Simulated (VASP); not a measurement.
# AlP (pbe) (F-43m) in VASP: single point with PBE

Aim: the single point of AlP (pbe) with PBE.

Program: VASP 6.6.1. These are calculated values, not measurements. Logs are shortened: lines on timing, memory, paths and dates and some standing lists are left out, and cuts for length are marked.

### Step 1. The cell of the first run

Symmetry: F-43m, No. 216, cubic system. Conventional cell: a = 5.507 Å, b = 5.507 Å, c = 5.507 Å, α = 90.00°, β = 90.00°, γ = 90.00°. Al (site symmetry -43m) has 4 P at 2.38 Å within 3.1 Å. P (site symmetry -43m) has 4 Al at 2.38 Å within 3.1 Å.

### Step 2. Single point, PBE

INCAR

```
SYSTEM = AlP
PREC = Accurate ; ENCUT = 500
EDIFF = 1E-6 ; ISMEAR = 0
SIGMA = 0.02 ; LREAL = .False.
LASPH = .True. ; NELM = 120
ALGO = Normal ; ISIF = 2
LWAVE = .False. ; LCHARG = .True.
GGA = PE ; LELF = .True.
LVHAR = .True. ; NBANDS = 11
GGA_COMPAT = .False.
```

KPOINTS

```
regular mesh
0
Gamma
  8 8 8
  0 0 0
```

POSCAR

```
AlP
1.0
    0.0000000000      2.7535046561      2.7535046561
    2.7535046561      0.0000000000      2.7535046561
    2.7535046561      2.7535046561      0.0000000000
Al P
1 1
Direct
    0.0000000000      0.0000000000      0.0000000000
    0.2500000000      0.2500000000      0.2500000000
```

Potentials or basis: VASP PAW PBE potentials, release 64 (Al, P).

Command:

```console
$ cat potpaw_PBE.64/Al/POTCAR potpaw_PBE.64/P/POTCAR > POTCAR
$ mpirun -np 1 vasp_std > vasp.out
```

OUTCAR:

```text
SYSTEM = AlP
   PREC = Accurate
   ENCUT = 500
   EDIFF = 1E-6
   ISMEAR = 0
   LREAL = .False.
   LASPH = .True.
   NELM = 120
   ISIF = 2
   GGA = PE

 ion  position               nearest neighbor table
   1  0.000  0.000  0.000-   2 2.38   2 2.38   2 2.38   2 2.38
   2  0.250  0.250  0.250-   1 2.38   1 2.38   1 2.38   1 2.38

  LATTYP: Found a face centered cubic cell.
 ALAT       =     5.5070093122

  Lattice vectors:

 A1 = (   0.0000000000,   2.7535046561,   2.7535046561)
 A2 = (   2.7535046561,   0.0000000000,   2.7535046561)
 A3 = (   2.7535046561,   2.7535046561,   0.0000000000)

Analysis of symmetry for initial positions (statically):
=====================================================================
 Subroutine PRICEL returns:
 Original cell was already a primitive cell.

 Routine SETGRP: Setting up the symmetry group for a
 face centered cubic supercell.

 Subroutine GETGRP returns: Found 24 space group operations
 (whereof 24 operations were pure point group operations)
 out of a pool of 48 trial point group operations.

The static configuration has the point symmetry T_d .

Analysis of symmetry for dynamics (positions and initial velocities):
=====================================================================
 Subroutine PRICEL returns:
 Original cell was already a primitive cell.

 Routine SETGRP: Setting up the symmetry group for a
 face centered cubic supercell.

 Subroutine GETGRP returns: Found 24 space group operations
 (whereof 24 operations were pure point group operations)
 out of a pool of 48 trial point group operations.

The dynamic configuration has the point symmetry T_d .

 Subroutine INISYM returns: Found 24 space group operations
 (whereof 24 operations are pure point group operations),
 and found     1 'primitive' translations

----------------------------------------------------------------------------------------

                                     Primitive cell

  volume of cell :      41.7530

  direct lattice vectors                    reciprocal lattice vectors
     0.000000000  2.753504656  2.753504656    -0.181586764  0.181586764  0.181586764
     2.753504656  0.000000000  2.753504656     0.181586764 -0.181586764  0.181586764
     2.753504656  2.753504656  0.000000000     0.181586764  0.181586764 -0.181586764

  length of vectors
     3.894043629  3.894043629  3.894043629     0.314517501  0.314517501  0.314517501

  position of ions in fractional coordinates (direct lattice)
     0.000000000  0.000000000  0.000000000
     0.250000000  0.250000000  0.250000000

[... 85 lines left out ...]
   TEBEG  =    0.0;   TEEND  =   0.0 temperature during run
   PSTRESS=    0.0 pullay stress
   NELECT =       8.0000    total number of electrons
   NUPDOWN=      -1.0000    fix difference up-down
   EMIN   =  10.00;   EMAX   =-10.00  energy-range for DOS
   EFERMI =   0.00;   METHOD = LEGACY
   ISMEAR =     0;   SIGMA  =   0.02  broadening in eV -4-tet -1-fermi 0-gaus
   EFERMI_NEDOS =   21; number of points for ismear=-14 and -15
   IALGO  =     38    algorithm
   IMIX   =      4    mixing-type and parameters
     AMIX     =   0.40;   BMIX     =  1.00
     AMIX_MAG =   1.60;   BMIX_MAG =  1.00
  volume/ion in A,a.u.               =      20.88       140.88
  Fermi-wavevector in a.u.,A,eV,Ry     =   0.943791  1.783506 12.119265  0.890741
  Thomas-Fermi vector in A             =   2.071532
   LORBIT       =      0    0 simple, 1 ext, 2 COOP (PROOUT), +10 PAW based schemes
   GGA     = PE    functional components
   LHFCALC =     F    Hartree Fock is set to
   AEXX    =    0.0000 exact exchange contribution
   IVDW    =     0    specifies the selected vdW correction
   LEPSILON=     F    determine dielectric tensor
   LRPA    =     F    only Hartree local field effects (RPA)
 non-spin polarized calculation
 Gauss-broadening in eV      SIGMA  =   0.02
  energy-cutoff  :      500.00
  volume of cell :       41.75
 maximum number of plane-waves:      1069
   NGX = 15   NGY = 15   NGZ = 15

 number of electron       8.0000001 magnetization

 Free energy of the ion-electron system (eV)
  ---------------------------------------------------
  ext. energy  EPLUGINS =         0.00000000
  ---------------------------------------------------
  free energy    TOTEN  =       -10.37677783 eV

  energy without entropy =      -10.37677783  energy(sigma->0) =      -10.37677783

 E-fermi :   4.4639     XC(G=0):  -9.1092

 val. band max:        4.3476261665   @ k =   0.0000   0.0000   0.0000
 cond. band min:       5.9768819406   @ k =   0.5000   0.5000   0.0000
 fundamental gap:      1.6292557741
 Fermi energy:         4.4639005136

 k-point     1 :       0.0000    0.0000    0.0000
  band No.  band energies     occupation
      1      -7.0121      2.00000
      2       4.3476      2.00000
      3       4.3476      2.00000
      4       4.3476      2.00000
      5       7.4343      0.00000
      6       8.8730      0.00000
      7       8.8730      0.00000
      8       8.8730      0.00000
      9      13.1529      0.00000
     10      13.1529      0.00000
     11      14.4605      0.00000
[... 309 lines left out ...]
 k-point    24 :      -0.3750    0.2500    0.1250
  band No.  band energies     occupation
      1      -5.0945      2.00000
      2      -0.7265      2.00000
      3       1.8124      2.00000
      4       2.9043      2.00000
      5       8.2670      0.00000
      6       8.8446      0.00000
      7      11.1535      0.00000
      8      11.9685      0.00000
      9      13.2322      0.00000
     10      15.7031      0.00000
     11      16.9091      0.00000

 [... further k-points ...]

------------------------ aborting loop because EDIFF is reached ----------------------------------------

  FORCE on cell =-STRESS in cart. coord.  units (eV):
  Direction    XX          YY          ZZ          XY          YZ          ZX
  --------------------------------------------------------------------------------------
  -------------------------------------------------------------------------------------
  Total       -0.0150295     -0.0150295     -0.0150295      0.0000000      0.0000000      0.0000000
  in kB       -0.5767230     -0.5767230     -0.5767230      0.0000000      0.0000000      0.0000000
  external PRESSURE =      -0.5767230 kB  Pullay stress =       0.0000000 kB

 VOLUME and BASIS-vectors are now :
 -----------------------------------------------------------------------------
  energy-cutoff  :      500.00
  volume of cell :       41.75
      direct lattice vectors                 reciprocal lattice vectors
     0.000000000  2.753504656  2.753504656    -0.181586764  0.181586764  0.181586764
     2.753504656  0.000000000  2.753504656     0.181586764 -0.181586764  0.181586764
     2.753504656  2.753504656  0.000000000     0.181586764  0.181586764 -0.181586764

 POSITION                                       TOTAL-FORCE (eV/Angst)
 -----------------------------------------------------------------------------------
      0.00000      0.00000      0.00000        -0.000000     -0.000000     -0.000000
      1.37675      1.37675      1.37675         0.000000      0.000000      0.000000
 -----------------------------------------------------------------------------------
    total drift:                               -0.000000     -0.000000      0.000000

  FREE ENERGIE OF THE ION-ELECTRON SYSTEM (eV)
  ---------------------------------------------------
  free  energy   TOTEN  =       -10.3767778272 eV

  energy  without entropy=      -10.3767778272  energy(sigma->0) =      -10.37677783
```

OSZICAR:

```text
N       E                     dE             d eps       ncg     rms          rms(c)
DAV:   1     0.120244800105E+02    0.12024E+02   -0.30378E+03   646   0.539E+02
DAV:   2    -0.970544126495E+01   -0.21730E+02   -0.19956E+02   820   0.858E+01
DAV:   3    -0.107093077469E+02   -0.10039E+01   -0.10020E+01   785   0.180E+01
DAV:   4    -0.107183722620E+02   -0.90645E-02   -0.90638E-02   786   0.211E+00
DAV:   5    -0.107185275441E+02   -0.15528E-03   -0.15528E-03   801   0.259E-01    0.441E+00
DAV:   6    -0.104161851146E+02    0.30234E+00   -0.62410E-01   719   0.291E+00    0.279E+00
DAV:   7    -0.103762203276E+02    0.39965E-01   -0.21118E-01   774   0.186E+00    0.142E+00
DAV:   8    -0.103766949130E+02   -0.47459E-03   -0.15009E-02   738   0.595E-01    0.243E-01
DAV:   9    -0.103766055186E+02    0.89394E-04   -0.74407E-04   766   0.148E-01    0.100E-01
DAV:  10    -0.103767716915E+02   -0.16617E-03   -0.24694E-04   707   0.818E-02    0.126E-02
DAV:  11    -0.103767770161E+02   -0.53245E-05   -0.25513E-05   796   0.229E-02    0.700E-03
DAV:  12    -0.103767778272E+02   -0.81116E-06   -0.15834E-06   744   0.711E-03
   1 F= -.10376778E+02 E0= -.10376778E+02  d E =-.138485E-18
```

Wall time 28 s (1 thread of AMD EPYC 7R13, shared host); peak memory 0.12 GiB.

Results:

| Property | Result |
| --- | --- |
| Free energy | -10.3768 eV |
| Pressure | -0.1 GPa |
| Band gap on the k mesh | 1.63 eV, indirect (least direct gap 3.09 eV) |

A k mesh can miss the band edges.
